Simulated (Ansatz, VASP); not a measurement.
## Zn in VASP and in Ansatz

```
CELL_PARAMETERS angstrom
2.69145 0.00000 0.00000
-1.34572 2.33086 0.00000
0.00000 0.00000 4.94670
ATOMIC_POSITIONS crystal
Zn 0.33333 0.66667 0.25000
Zn 0.66667 0.33333 0.75000
```

Change from the starting cell: equal xx and yy strain of +1 %.

Alike in both runs: task single point; functional PBEsol; k mesh 18 × 18 × 8; occupations fermi-dirac, width 0.03 eV; no spin polarisation.

|  | VASP | Ansatz |
| --- | --- | --- |
| version | VASP 6.6.1 | Ansatz 0.2.0 |
| potentials or method | VASP PAW PBE potentials, release 64 (Zn), cutoff 520 eV | all-electron LAPW, scalar-relativistic |

```tsv
	VASP	Ansatz	Ansatz less VASP
pressure (GPa)	-6.3	-6.6	-0.31
traceless stress, the component that is largest in VASP (GPa)	1.52	1.62	+0.095
```

VASP's potentials were made for PBE, not for PBEsol. Ansatz ran all-electron here, and VASP with PAW potentials.
